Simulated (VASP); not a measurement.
Input of a VASP 6.6.1 run:

The input INCAR:

```
PREC = Accurate
ENCUT = 600
EDIFF = 1E-6
ISMEAR = -1
SIGMA = 0.08
LREAL = False
LASPH = True
NELM = 60
ALGO = Normal
ISIF = 3
LWAVE = False
LCHARG = False
GGA = PS
IBRION = 2
NSW = 60
EDIFFG = -0.005
```

File KPOINTS:

```
Automatic mesh
0
Gamma
  13 13 13
```

Contents of POSCAR:

```
AgCl
1.0
    2.8781838193      0.0000000000      0.0000000000
    0.0000000000      2.8781838193      0.0000000000
    0.0000000000      0.0000000000      2.8781838193
Ag Cl
1 1
Direct
    0.0000000000      0.0000000000      0.0000000000
    0.5000000000      0.5000000000      0.5000000000
```

Potentials or basis: VASP PAW PBE potentials, release 64 (Ag, Cl).

Run with:

```bash
$ cat potpaw_PBE.64/Ag/POTCAR potpaw_PBE.64/Cl/POTCAR > POTCAR
$ mpirun -np 1 vasp_std > vasp.out
```

Problem. Predict the space group after relaxing (to 0.1 Å).

Solution. Pm-3m (No. 221).

Problem. Estimate the band gap on the k mesh.

Solution. 0.47 eV (least direct gap 2.29 eV).

Problem. What does it give for the relaxed volume?

Solution. 18.45 Å³/atom.

Problem. What does it give for the relaxed cell?

Solution. a = 3.329 Å, b = 3.329 Å, c = 3.329 Å, α = 90.00°, β = 90.00°, γ = 90.00°.

Step by step:
```csv
step,energy change (eV),largest force (eV/Å),pressure (GPa),volume (Å³)
1,0.0000,0.0000,89.80,23.84
2,-1.5435,0.0000,-9.10,55.13
3,-2.3361,0.0000,-0.20,37.02
4,-2.3360,0.0000,0.29,36.72
5,-2.3360,0.0000,0.33,36.72
6,-2.3360,0.0000,0.34,36.73
7,-2.3360,0.0000,0.32,36.73
8,-2.3360,0.0000,0.32,36.73
9,-2.3360,0.0000,0.32,36.73
10,-2.3360,0.0000,0.32,36.73
11,-2.3360,0.0000,0.32,36.73
12,-2.3360,0.0000,0.32,36.73
13,-2.3360,0.0000,0.32,36.73
14,-2.3360,0.0000,0.32,36.73
15,-2.3360,0.0000,0.33,36.73
16,-2.3360,0.0000,0.30,36.73
17,-2.3360,0.0000,0.29,36.74
18,-2.3361,0.0000,0.26,36.76
19,-2.3361,0.0000,0.18,36.79
20,-2.3362,0.0000,0.08,36.86
21,-2.3361,0.0000,-0.16,37.00
22,-2.3362,0.0000,-0.02,36.91
```

Caveat: the volume moved by over 15 % at a fixed basis, so the end points are rough; semilocal functionals underestimate gaps, and a narrow one can read as zero; the PAW data sets were made with another functional, which shifts forces and pressure a little; an odd mesh through Γ misses points on the zone boundary, where band edges can lie.
